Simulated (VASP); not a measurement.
# Li7Sb (R-3m) in VASP: a series of runs

The runs below take Li7Sb through single point, relaxation of cell and atoms, with PBE.

Everything below comes from runs of VASP 6.6.1. Logs are shortened: lines on timing, memory, paths and dates and some standing lists are left out, and cuts for length are marked.

## Step 1: The cell of the first run

Symmetry: R-3m, No. 166, trigonal system. The conventional cell has a = 5.031 Å, b = 5.031 Å, c = 20.712 Å, α = 90.00°, β = 90.00°, γ = 120.00°. Within 3.3 Å of Li (site symmetry 2/m) lie 10 Li at 2.52 to 3.00 Å. Within 3.6 Å of Li (site symmetry 3m) lie 10 Li at 2.70 to 3.39 Å and 3 Sb at 3.03 Å. Li (site symmetry 3m) has 11 Li at 2.70 to 3.26 Å and 3 Sb at 3.43 Å within 3.6 Å. Sb (site symmetry -3m) has 18 Li at 3.03 to 3.75 Å within 4.0 Å.

The cell was built from a structure type or drawn by symmetry, and may not be a known phase.

## Step 2: Single point, PBE

INCAR

```
SYSTEM = Li7Sb
PREC = Accurate
ENCUT = 520
EDIFF = 1E-7
ISMEAR = 0
SIGMA = 0.1
LREAL = .False.
LASPH = .True.
NELM = 100
ALGO = Normal
ISIF = 2
LWAVE = .False.
LCHARG = .False.
GGA = PE
NBANDS = 23
```

KPOINTS

```
regular mesh
0
Gamma
  6 6 6
  0 0 0
```

POSCAR

```
Li7Sb
1.0
    2.5153704512      1.4522498071      6.9040672738
   -2.5153704512      1.4522498071      6.9040672738
    0.0000000000     -2.9044996142      6.9040672738
Li Sb
7 1
Direct
    0.0000000000      0.0000000000      0.5000000000
    0.5000000000      0.0000000000      0.0000000000
    0.0000000000      0.5000000000      0.0000000000
    0.7090763664      0.7090763664      0.7090763664
    0.2909236336      0.2909236336      0.2909236336
    0.4213082594      0.4213082594      0.4213082594
    0.5786917406      0.5786917406      0.5786917406
    0.0000000000      0.0000000000      0.0000000000
```

Potentials or basis: VASP PAW PBE potentials, release 64 (Li_sv, Sb).

Run with:

```sh
> cat potpaw_PBE.64/Li_sv/POTCAR potpaw_PBE.64/Sb/POTCAR > POTCAR
> mpirun -np 1 vasp_std > vasp.out
```

OUTCAR:

```text
SYSTEM = Li7Sb
   PREC = Accurate
   ENCUT = 520
   EDIFF = 1E-7
   ISMEAR = 0
   LREAL = .False.
   LASPH = .True.
   NELM = 100
   ISIF = 2
   GGA = PE

 ion  position               nearest neighbor table
   1  0.000  0.000  0.500-   2 2.52   3 2.52   3 2.52   2 2.52
   2  0.500  0.000  0.000-   1 2.52   1 2.52   3 2.52   3 2.52
   3  0.000  0.500  0.000-   1 2.52   1 2.52   2 2.52   2 2.52
   4  0.709  0.709  0.709-   8 3.03   8 3.03   8 3.03
   5  0.291  0.291  0.291-   8 3.03   8 3.03   8 3.03
   6  0.421  0.421  0.421-
   7  0.579  0.579  0.579-
   8  0.000  0.000  0.000-   4 3.03   5 3.03   4 3.03   4 3.03   5 3.03   5 3.03

  LATTYP: Found a trigonal (rhomboedric) cell.
 ALAT       =     7.4901443865
 COS(alpha) =     0.7744444457

  Lattice vectors:

 A1 = (   2.5153704512,   1.4522498071,   6.9040672738)
 A2 = (  -2.5153704512,   1.4522498071,   6.9040672738)
 A3 = (   0.0000000000,  -2.9044996142,   6.9040672738)

Analysis of symmetry for initial positions (statically):
=====================================================================
 Subroutine PRICEL returns:
 Original cell was already a primitive cell.

 Routine SETGRP: Setting up the symmetry group for a
 trigonal (rhombohedral) supercell.

 Subroutine GETGRP returns: Found 12 space group operations
 (whereof 12 operations were pure point group operations)
 out of a pool of 12 trial point group operations.

The static configuration has the point symmetry D_3d.

Analysis of symmetry for dynamics (positions and initial velocities):
=====================================================================
 Subroutine PRICEL returns:
 Original cell was already a primitive cell.

 Routine SETGRP: Setting up the symmetry group for a
 trigonal (rhombohedral) supercell.

 Subroutine GETGRP returns: Found 12 space group operations
 (whereof 12 operations were pure point group operations)
 out of a pool of 12 trial point group operations.

The dynamic configuration has the point symmetry D_3d.

 Subroutine INISYM returns: Found 12 space group operations
 (whereof 12 operations are pure point group operations),
 and found     1 'primitive' translations

----------------------------------------------------------------------------------------

                                     Primitive cell

  volume of cell :     151.3211

  direct lattice vectors                    reciprocal lattice vectors
     2.515370451  1.452249807  6.904067274     0.198777878  0.114764461  0.048280719
    -2.515370451  1.452249807  6.904067274    -0.198777878  0.114764461  0.048280719
     0.000000000 -2.904499614  6.904067274     0.000000000 -0.229528922  0.048280719

  length of vectors
     7.490144386  7.490144386  7.490144386     0.234551815  0.234551815  0.234551815

  position of ions in fractional coordinates (direct lattice)
     0.000000000  0.000000000  0.500000000
     0.500000000  1.000000000  0.000000000
     1.000000000  0.500000000  0.000000000
     0.709076366  0.709076366  0.709076366
     0.290923634  0.290923634  0.290923634
     0.421308259  0.421308259  0.421308259
     0.578691741  0.578691741  0.578691741
     0.000000000  0.000000000  0.000000000

  ion indices of the primitive-cell ions
   primitive index   ion index
                 1           1
                 2           2
                 3           3
                 4           4
                 5           5
                 6           6
                 7           7
                 8           8

----------------------------------------------------------------------------------------

 KPOINTS: regular mesh

Automatic generation of k-mesh.
 Grid dimensions read from file:
 generate k-points for:    6    6    6

 Generating k-lattice:

  Cartesian coordinates                     Fractional coordinates (reciprocal lattice)
     0.033129646  0.019127410  0.008046787     0.166666667 -0.000000000  0.000000000
    -0.033129646  0.019127410  0.008046787    -0.000000000  0.166666667  0.000000000
     0.000000000 -0.038254820  0.008046787     0.000000000  0.000000000  0.166666667

  Length of vectors
     0.039091969  0.039091969  0.039091969

  Shift w.r.t. Gamma in fractional coordinates (k-lattice)
     0.000000000  0.000000000  0.000000000

 Subroutine IBZKPT returns following result:
 ===========================================

 Found     32 irreducible k-points:

 Following reciprocal coordinates:
            Coordinates               Weight
  0.000000  0.000000  0.000000      1.000000
  0.166667  0.000000 -0.000000      6.000000
  0.333333  0.000000 -0.000000      6.000000
  0.500000 -0.000000 -0.000000      3.000000
  0.166667  0.166667 -0.000000      6.000000
  0.333333  0.166667 -0.000000     12.000000
[... 16 lines left out ...]
  0.500000  0.500000  0.166667      6.000000
 -0.333333  0.500000  0.166667     12.000000
 [... further k-points ...]
[... 32 lines left out ...]
   EFERMI =   0.00;   METHOD = LEGACY
   ISMEAR =     0;   SIGMA  =   0.10  broadening in eV -4-tet -1-fermi 0-gaus
   EFERMI_NEDOS =   21; number of points for ismear=-14 and -15
   IALGO  =     38    algorithm
   IMIX   =      4    mixing-type and parameters
     AMIX     =   0.40;   BMIX     =  1.00
     AMIX_MAG =   1.60;   BMIX_MAG =  1.00
  volume/ion in A,a.u.               =      18.92       127.65
  Fermi-wavevector in a.u.,A,eV,Ry     =   0.910122  1.719880 11.269996  0.828321
  Thomas-Fermi vector in A             =   2.034247
   LORBIT       =      0    0 simple, 1 ext, 2 COOP (PROOUT), +10 PAW based schemes
   GGA     = PE    functional components
   LHFCALC =     F    Hartree Fock is set to
   AEXX    =    0.0000 exact exchange contribution
   IVDW    =     0    specifies the selected vdW correction
   LEPSILON=     F    determine dielectric tensor
   LRPA    =     F    only Hartree local field effects (RPA)
 non-spin polarized calculation
 Gauss-broadening in eV      SIGMA  =   0.10
  energy-cutoff  :      520.00
  volume of cell :      151.32
 maximum number of plane-waves:      4124
   NGX = 27   NGY = 27   NGZ = 27

 number of electron      25.9999998 magnetization

 Free energy of the ion-electron system (eV)
  ---------------------------------------------------
  ext. energy  EPLUGINS =         0.00000000
  ---------------------------------------------------
  free energy    TOTEN  =       -18.46710437 eV

  energy without entropy =      -18.45274674  energy(sigma->0) =      -18.45992556

 E-fermi :   2.3843     XC(G=0):  -7.8517

 val. band max:        2.3724299745   @ k =  -0.3333   0.3333   0.3333
 cond. band min:       2.3941836360   @ k =   0.5000   0.5000   0.5000
 fundamental gap:      0.0217536615
 Fermi energy:         2.3842865378

 k-point     1 :       0.0000    0.0000    0.0000
  band No.  band energies     occupation
      1     -44.4024      2.00000
      2     -44.3997      2.00000
      3     -44.2795      2.00000
      4     -44.2774      2.00000
      5     -44.1271      2.00000
      6     -44.0566      2.00000
[... 15 lines left out ...]
     22       6.8841      0.00000
     23       6.8841      0.00000

 k-point     2 :       0.1667    0.0000   -0.0000
  band No.  band energies     occupation
      1     -44.4022      2.00000
      2     -44.3997      2.00000
      3     -44.2794      2.00000
      4     -44.2775      2.00000
      5     -44.1230      2.00000
      6     -44.0608      2.00000
[... 15 lines left out ...]
     22       7.1802      0.00000
     23       7.3554      0.00000

 k-point     3 :       0.3333    0.0000   -0.0000
  band No.  band energies     occupation
      1     -44.4018      2.00000
      2     -44.3998      2.00000
      3     -44.2791      2.00000
      4     -44.2779      2.00000
      5     -44.1124      2.00000
      6     -44.0716      2.00000
[... 15 lines left out ...]
     22       7.9215      0.00000
     23       8.5666      0.00000
[... 495 lines left out ...]
 k-point    23 :       0.5000    0.5000    0.1667
  band No.  band energies     occupation
      1     -44.4014      2.00000
      2     -44.4002      2.00000
      3     -44.2790      2.00000
      4     -44.2780      2.00000
      5     -44.1124      2.00000
      6     -44.0716      2.00000
[... 15 lines left out ...]
     22       7.6688      0.00000
     23       8.0812      0.00000

 k-point    24 :      -0.3333    0.5000    0.1667
  band No.  band energies     occupation
      1     -44.4013      2.00000
      2     -44.4001      2.00000
      3     -44.2788      2.00000
      4     -44.2782      2.00000
      5     -44.1038      2.00000
      6     -44.0803      2.00000
[... 15 lines left out ...]
     22       8.1148      0.00000
     23       8.4210      0.00000

 [... further k-points ...]
[... 5 lines left out ...]
  --------------------------------------------------------------------------------------
  -------------------------------------------------------------------------------------
  Total       -0.0777965     -0.0777965     -0.1440958      0.0000000      0.0000000     -0.0000000
  in kB       -0.8237035     -0.8237035     -1.5256761      0.0000000      0.0000000     -0.0000000
  external PRESSURE =      -1.0576944 kB  Pullay stress =       0.0000000 kB

 VOLUME and BASIS-vectors are now :
 -----------------------------------------------------------------------------
  energy-cutoff  :      520.00
  volume of cell :      151.32
      direct lattice vectors                 reciprocal lattice vectors
     2.515370451  1.452249807  6.904067274     0.198777878  0.114764461  0.048280719
    -2.515370451  1.452249807  6.904067274    -0.198777878  0.114764461  0.048280719
     0.000000000 -2.904499614  6.904067274     0.000000000 -0.229528922  0.048280719

 POSITION                                       TOTAL-FORCE (eV/Angst)
 -----------------------------------------------------------------------------------
      0.00000     -1.45225      3.45203         0.000000      0.000000      0.000000
      1.25769      0.72612      3.45203        -0.000000      0.000000     -0.000000
     -1.25769      0.72612      3.45203        -0.000000      0.000000     -0.000000
      0.00000      0.00000     14.68653         0.000000     -0.000000     -0.017570
      0.00000      0.00000      6.02567         0.000000      0.000000      0.017570
      0.00000      0.00000      8.72622         0.000000      0.000000     -0.004512
      0.00000      0.00000     11.98598         0.000000      0.000000      0.004512
      0.00000      0.00000      0.00000         0.000000      0.000000     -0.000000
 -----------------------------------------------------------------------------------
    total drift:                               -0.000000     -0.000000      0.000000

  FREE ENERGIE OF THE ION-ELECTRON SYSTEM (eV)
  ---------------------------------------------------
  free  energy   TOTEN  =       -18.4671043739 eV

  energy  without entropy=      -18.4527467382  energy(sigma->0) =      -18.45992556
```

Wall time 2.5 min (1 thread of AMD EPYC 9R45 (Zen 5), shared host); peak memory 0.42 GiB.

What came out:

```
Free energy            : -18.4671 eV
Largest force          : 0.018 eV/Å
Band gap on the k mesh : zero (bands 13 and 14 overlap by 1.09 eV)
```

Forces in eV/Å, atoms in the order of the input:
```
Li   0.000  0.000  0.000
Li   0.000  0.000  0.000
Li   0.000  0.000  0.000
Li   0.000  0.000 -0.018
Li   0.000  0.000  0.018
Li   0.000  0.000 -0.005
Li   0.000  0.000  0.005
Sb   0.000  0.000  0.000
```

Caveat: the cutoff is under 1.25 times the usual one of these potentials, so pressure, stress and relaxed cells hold a basis-set (Pulay) error; spin-orbit coupling is left out, which moves the levels of the heavy elements.

## Step 3: Relaxation of cell and atoms, PBE

This run uses another cell than the first one, of 13.24 Å³/atom.

INCAR

```
  PREC = Accurate
  ENCUT = 600
  EDIFF = 1E-7
  ISMEAR = 0
  SIGMA = 0.1
  LREAL = F
  LASPH = T
  NELM = 100
  ALGO = Normal
  ISIF = 3
  LWAVE = F
  LCHARG = F
  GGA = PE
  IBRION = 2
  NSW = 90
  EDIFFG = -0.04
```

KPOINTS

```
regular mesh
0
Gamma
  6 6 6
```

POSCAR

```
Li7Sb
1.0
    2.8546864200      1.6481539700      3.7510981600
   -2.8546864200      1.6481539700      3.7510981600
    0.0000000000     -3.2963079400      3.7510981600
Li Sb
7 1
Direct
    0.0000000000      0.0000000000      0.5000000000
    0.5000000000      0.0000000000      0.0000000000
    0.0000000000      0.5000000000      0.0000000000
    0.7864243700      0.7864243700      0.7864243700
    0.2135756300      0.2135756300      0.2135756300
    0.3842183600      0.3842183600      0.3842183600
    0.6157816400      0.6157816400      0.6157816400
    0.0000000000      0.0000000000      0.0000000000
```

Potentials or basis: VASP PAW PBE potentials, release 64 (Li_sv, Sb).

Run with:

```sh
> cat potpaw_PBE.64/Li_sv/POTCAR potpaw_PBE.64/Sb/POTCAR > POTCAR
> mpirun -np 1 vasp_std > vasp.out
```

Wall time 15 min (1 thread of AMD EPYC 9R45 (Zen 5), shared host); peak memory 0.25 GiB.

Results (log left out):

```yaml
Free_energy: -16.5118 eV
Relaxed_volume: 16.38 Å³/atom
Relaxed_cell: a = 6.180 Å, b = 6.180 Å, c = 6.180 Å, α = 50.89°, β = 50.89°, γ = 50.89°
Space_group_after_relaxing_to_0.1_Å: R-3m (No. 166)
Energy_gained_by_relaxing: 805.9 meV/atom
Ionic_steps: 24
Pressure_after_relaxing: 0.0 GPa
Largest_force_after_relaxing: 0.017 eV/Å
Band_gap_on_the_k_mesh: zero (bands 13 and 14 overlap by 0.53 eV)
```

Forces in eV/Å, atoms in the order of the input:
```
Li   0.000  0.000  0.000
Li   0.000  0.000  0.000
Li   0.000  0.000  0.000
Li   0.000  0.000  0.006
Li   0.000  0.000 -0.006
Li   0.000  0.000 -0.017
Li   0.000  0.000  0.017
Sb   0.000  0.000  0.000
```

Step by step:
```tsv
step	energy change (eV)	largest force (eV/Å)	pressure (GPa)	volume (Å³)
1	0.0000	1.9070	21.15	105.89
2	-2.8902	0.9455	6.86	134.88
3	-3.6425	1.0291	1.70	157.29
4	-3.7495	1.1129	-0.35	169.26
5	-3.9340	0.9739	-0.31	169.63
6	-4.1638	0.5598	-0.30	170.47
7	-4.3173	0.4563	-0.42	169.97
8	-4.7645	0.2873	-0.76	168.33
9	-5.0433	1.2364	-1.43	164.52
10	-5.0731	0.8973	-1.34	165.59
11	-5.2737	0.8914	-1.56	163.72
12	-5.6654	0.8854	-2.19	157.40
13	-4.9193	3.1193	-2.29	142.08
14	-5.6506	1.0627	-2.31	155.29
15	-5.8271	0.6787	-2.07	151.72
16	-6.1958	0.4903	-1.04	141.24
17	-6.3154	0.7205	2.82	121.33
18	-6.4077	0.2242	0.73	130.57
19	-6.4159	0.1766	1.15	128.50
20	-6.4441	0.1106	0.13	130.97
21	-6.4455	0.0927	-0.14	131.66
22	-6.4469	0.0531	-0.07	131.40
23	-6.4473	0.0513	-0.01	131.16
24	-6.4476	0.0172	0.04	131.05
```

Final structure:
```cif
data_structure
_symmetry_space_group_name_H-M 'P 1'
_symmetry_Int_Tables_number 1
_cell_length_a 6.1802
_cell_length_b 6.1802
_cell_length_c 6.1802
_cell_angle_alpha 50.887
_cell_angle_beta 50.887
_cell_angle_gamma 50.887
_cell_volume 131.05
loop_
_atom_site_label
_atom_site_type_symbol
_atom_site_fract_x
_atom_site_fract_y
_atom_site_fract_z
_atom_site_occupancy
Li1 Li 0.00000 0.00000 0.50000 1
Li2 Li 0.50000 0.00000 0.00000 1
Li3 Li 0.00000 0.50000 0.00000 1
Li4 Li 0.70854 0.70854 0.70854 1
Li5 Li 0.29146 0.29146 0.29146 1
Li6 Li 0.42543 0.42543 0.42543 1
Li7 Li 0.57457 0.57457 0.57457 1
Sb1 Sb 0.00000 0.00000 0.00000 1
```

Levels at points of the mesh, in eV from the Fermi level:
```tsv
k point	band 9	band 10	band 11	band 12	band 13	band 14	band 15	band 16	band 17	band 18
(0.00, 0.00, 0.00)	-2.89	-1.96	-1.96	-1.90	-0.06	0.54	0.78	0.78	0.92	0.92
(0.50, 0.00, 0.00)	-4.03	-2.70	-2.66	-1.17	-0.23	0.36	0.42	0.45	2.87	3.85
(0.50, 0.50, 0.00)	-3.84	-3.08	-2.89	-1.83	-0.46	1.34	1.80	2.22	2.69	2.77
(0.50, 0.50, 0.50)	-4.02	-1.81	-1.81	-0.65	-0.42	-0.42	1.12	1.60	2.77	2.77
```

Caveat: the cutoff is under 1.25 times the usual one of these potentials, so pressure, stress and relaxed cells hold a basis-set (Pulay) error; the volume moved by over 15 % at a fixed basis, so the end points are rough; spin-orbit coupling is left out, which moves the levels of the heavy elements.

## Step 4: Single point, PBE

This run uses another cell than the first one, of 13.24 Å³/atom.

INCAR

```
  PREC = Accurate
  ENCUT = 520
  EDIFF = 1E-6
  ISMEAR = 0
  SIGMA = 0.1
  LREAL = False
  LASPH = True
  NELM = 100
  ALGO = Normal
  ISIF = 2
  LWAVE = False
  LCHARG = False
  GGA = PE
  NBANDS = 23
```

KPOINTS

```
Automatic mesh
0
Gamma
  6 6 6
```

POSCAR is that of step 3.

Run with:

```sh
> cat potpaw_PBE.64/Li_sv/POTCAR potpaw_PBE.64/Sb/POTCAR > POTCAR
> mpirun -np 1 vasp_std > vasp.out
```

Wall time 66 s (1 thread of AMD EPYC 9R45 (Zen 5), shared host); peak memory 0.23 GiB.

Results (log left out):

```yaml
Free_energy: -10.0600 eV
Largest_force: 1.908 eV/Å
Band_gap_on_the_k_mesh: zero (bands 13 and 14 overlap by 1.82 eV)
```

Forces in eV/Å, atoms in the order of the input:
```
Li   0.000  0.000  0.000
Li   0.000  0.000  0.000
Li   0.000  0.000  0.000
Li   0.000  0.000 -1.462
Li   0.000  0.000  1.462
Li   0.000  0.000  1.908
Li   0.000  0.000 -1.908
Sb   0.000  0.000  0.000
```

Levels at points of the mesh, in eV from the Fermi level:
```tsv
k point	band 9	band 10	band 11	band 12	band 13	band 14	band 15	band 16	band 17	band 18
(0.00, 0.00, 0.00)	-4.17	-2.97	-2.97	-1.61	0.48	0.48	0.89	0.89	1.37	2.09
(0.50, 0.00, 0.00)	-4.64	-4.02	-2.88	-0.76	0.11	0.26	1.05	1.90	2.56	3.37
(0.50, 0.50, 0.00)	-4.21	-3.79	-3.67	-2.11	-0.33	1.82	1.94	2.60	3.13	3.50
(0.50, 0.50, 0.50)	-4.34	-2.66	-2.66	-1.67	-1.67	-1.35	1.03	3.06	3.91	3.91
```

Caveat: the cutoff is under 1.25 times the usual one of these potentials, so pressure, stress and relaxed cells hold a basis-set (Pulay) error; atoms lie so close that the PAW spheres overlap strongly, which falsifies energies and pressures; spin-orbit coupling is left out, which moves the levels of the heavy elements; forces of over 1 eV/Å act on the atoms, so gaps and moduli don't describe the material at rest.

## Step 5: The runs side by side

| task | cell | cutoff (eV) | gap on the mesh (eV) | largest force (eV/Å) |
| --- | --- | --- | --- | --- |
| single point | a = 7.490 Å, angles 39.2°, 8 atoms, atomic positions A | 520 | none | 0.02 |
| relaxation of cell and atoms | relaxed from a = 4.994 Å, angles 69.7°, 8 atoms, atomic positions B | 600 | none | 0.02 |
| single point | a = 4.994 Å, angles 69.7°, 8 atoms, atomic positions B | 520 | none | 1.91 |

Alike in all rows: level PBE; potentials or basis VASP PAW PBE potentials, release 64 (Li_sv, Sb); no spin polarisation; k mesh 6 × 6 × 6; smearing gaussian 0.1 eV.

Caveats: the cutoff is under 1.25 times the usual one of these potentials, so pressure, stress and relaxed cells hold a basis-set (Pulay) error; spin-orbit coupling is left out, which moves the levels of the heavy elements; the volume moved by over 15 % at a fixed basis, so the end points are rough (at least some runs); atoms lie so close that the PAW spheres overlap strongly, which falsifies energies and pressures (at least some runs); forces of over 1 eV/Å act on the atoms, so gaps and moduli don't describe the material at rest (at least some runs).

Absolute energies hang on the potentials; compare differences alone.
